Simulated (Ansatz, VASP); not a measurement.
## One calculation of Rh, two programs

```
CELL_PARAMETERS angstrom
2.63680 0.00000 0.00000
-1.31840 2.28353 0.00000
0.00000 0.00000 8.61847
ATOMIC_POSITIONS crystal
Rh 0.66667 0.33333 0.75000
Rh 0.00000 0.00000 0.50000
Rh 0.33333 0.66667 0.25000
Rh 0.00000 0.00000 0.00000
```

Change from the starting cell: volume scaled by 0.94.

Alike in both runs: task single point; functional PBEsol; k mesh 11 × 11 × 3; occupations fermi-dirac, width 0.05 eV; no spin polarisation.

```csv
,VASP,Ansatz
version,VASP 6.6.1,Ansatz 0.2.0
potentials or method,"VASP PAW PBE potentials, release 64 (Rh_pv), cutoff 520 eV","all-electron LAPW, scalar-relativistic"
```

VASP gave:

| Property | Result |
| --- | --- |
| gap on the k mesh at the Fermi level (eV) | none |
| pressure (GPa) | 13.7 |
| traceless stress, the component that is largest in VASP (GPa) | -1.29 |

Estimate Ansatz's values.

gap on the k mesh at the Fermi level (eV): none; pressure (GPa): 13.7; traceless stress, the component that is largest in VASP (GPa): -1.30.

VASP's potentials were made for PBE, not for PBEsol. A gap of «none» marks a metal or a gap that the smearing closes. Ansatz ran all-electron here, and VASP with PAW potentials.
